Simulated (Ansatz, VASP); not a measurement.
# GaN: VASP beside Ansatz

Contents of POSCAR:

```
GaN
1.0
    0.0000000000      2.2535006075      2.2535006075
    2.2535006075      0.0000000000      2.2535006075
    2.2535006075      2.2535006075      0.0000000000
Ga N
1 1
Direct
    0.0000000000      0.0000000000      0.0000000000
    0.7500000000      0.7500000000      0.8088340296
```

File INCAR.step1:

```
SYSTEM = GaN
ALGO = Normal
EDIFF = 1E-4
ENCUT = 520
GGA = PE
ISMEAR = 0
LASPH = .TRUE.
LCHARG = .FALSE.
LREAL = .FALSE.
LWAVE = .TRUE.
NBANDS = 16
NELM = 80
PREC = Accurate
SIGMA = 0.05
```

Contents of INCAR.step2:

```
SYSTEM = GaN
ALGO = Normal
EDIFF = 1E-7
ENCUT = 520
ISIF = 2
ISMEAR = 0
ISTART = 1
LASPH = .TRUE.
LCHARG = .TRUE.
LELF = .TRUE.
LMIXTAU = .TRUE.
LREAL = .FALSE.
LVHAR = .TRUE.
LWAVE = .FALSE.
METAGGA = R2SCAN
NBANDS = 16
NELM = 80
PREC = Accurate
SIGMA = 0.05
```

KPOINTS

```
k-points
0
G
  10 10 10
  0 0 0
```

Input for Ansatz:

```yaml
crystal:
  lattice:
    - [0.0, 2.2535006075, 2.2535006075]
    - [2.2535006075, 0.0, 2.2535006075]
    - [2.2535006075, 2.2535006075, 0.0]
  atoms:
    - { symbol: Ga, position: [0.0, 0.0, 0.0] }
    - { symbol: "N", position: [0.75, 0.75, 0.8088340296] }
basis:
  ecutwfc: 500
kpoints:
  mp_grid: { grid: [10, 10, 10] }
hamiltonian:
  xc: r2scan
scf:
  occupations: { method: gaussian, width: 0.05 }
output:
  forces: true
  stress: true
  eigenvalues: true
```

Change from the starting cell: all N atoms moved +0.188 Å, as atom 2 along Cartesian [1 1 0].

Alike in both runs: task single point; functional r2SCAN; k mesh 10 × 10 × 10; occupations gaussian, width 0.05 eV; no spin polarisation.

|  | VASP | Ansatz |
| --- | --- | --- |
| version | VASP 6.6.1 | Ansatz 0.2.0 |
| potentials or method | VASP PAW PBE potentials, release 64 (Ga_d, N), cutoff 520 eV | scalar-relativistic, plane waves, PAW |
| valence electrons in the cell | 18 | 18 |

|  | VASP | Ansatz | Ansatz less VASP |
| --- | --- | --- | --- |
| gap on the k mesh at the Fermi level (eV) | 1.87 | 1.87 | +0.001 |
| least direct gap on the mesh (eV) | 1.87 | 1.87 | +0.001 |
| pressure (GPa) | 3.6 | 2.5 | -1.04 |
| traceless stress, the component that is largest in VASP (GPa) | 8.57 | 8.21 | -0.361 |
| rms of the force components (eV/Å) | 1.571 | 1.548 | -0.0233 |

VASP's potentials were made for PBE, not for r2SCAN. Atom by atom the forces differ by 0.024 eV/Å (rms over components).
